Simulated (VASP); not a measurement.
Hf2SnTe2:

```
Hf Sn Te
1.0
    -2.27069    2.27069    5.45436
     2.27069   -2.27069    5.45436
     2.27069    2.27069   -5.45436
Hf Sn Te
2 1 2
Direct
  0.75000 0.25000 0.50000
  0.25000 0.75000 0.50000
  0.00000 0.00000 0.00000
  0.37500 0.37500 0.00000
  0.62500 0.62500 0.00000
```

The cell was built from a structure type or drawn by symmetry, and may not be a known phase.

```yaml
Program: VASP 6.6.1
Task: relaxation of cell and atoms
Functional: PBE
Potentials_or_basis: VASP PAW PBE potentials, release 64 (Hf_pv, Sn_d, Te)
Cutoff: 600 eV
k_mesh: 6 × 6 × 6
Occupations: gaussian, width 0.1 eV
Spin: no spin polarisation
```

At the start: pressure 23.6 GPa; volume 22.50 Å³/atom.

Task: Where does the relaxation end?

Result: Over 15 steps the energy falls by 396.7 meV/atom and the volume is 27.83 Å³/atom (+23.7 %); space group I4/mmm (No. 139, to 0.1 Å) before and after.

The path:
| step | energy change (eV) | largest force (eV/Å) | pressure (GPa) | volume (Å³) |
| --- | --- | --- | --- | --- |
| 1 | 0.0000 | 0.5094 | 23.62 | 112.49 |
| 2 | -0.0229 | 2.7829 | -9.84 | 175.45 |
| 3 | -1.5791 | 1.8715 | -0.37 | 138.85 |
| 4 | -1.5817 | 1.8229 | 0.11 | 137.91 |
| 5 | -1.5819 | 1.7941 | 0.40 | 137.37 |
| 6 | -1.7688 | 0.6730 | 0.07 | 140.48 |
| 7 | -1.8034 | 0.0811 | -0.02 | 142.62 |
| 8 | -1.8566 | 0.1496 | -0.55 | 143.14 |
| 9 | -1.9426 | 0.3669 | -2.17 | 144.22 |
| 10 | -1.9651 | 0.2623 | -1.58 | 142.59 |
| 11 | -1.9798 | 0.1089 | -0.68 | 140.28 |
| 12 | -1.9806 | 0.0619 | -0.42 | 139.64 |
| 13 | -1.9806 | 0.0539 | -0.38 | 139.53 |
| 14 | -1.9822 | 0.0254 | -0.23 | 139.39 |
| 15 | -1.9835 | 0.0271 | 0.04 | 139.14 |

Final structure:
```yaml
crystal:
  lattice:
    - [-2.57137, 2.57137, 5.26098]
    - [2.57137, -2.57137, 5.26098]
    - [2.57137, 2.57137, -5.26098]
  atoms:
    - { symbol: Hf, position: [0.75000, 0.25000, 0.50000] }
    - { symbol: Hf, position: [0.25000, 0.75000, 0.50000] }
    - { symbol: Sn, position: [0.00000, 0.00000, 0.00000] }
    - { symbol: Te, position: [0.35501, 0.35501, 0.00000] }
    - { symbol: Te, position: [0.64499, 0.64499, 0.00000] }
```

Caveat: the volume moved by over 15 % at a fixed basis, so the end points are rough.
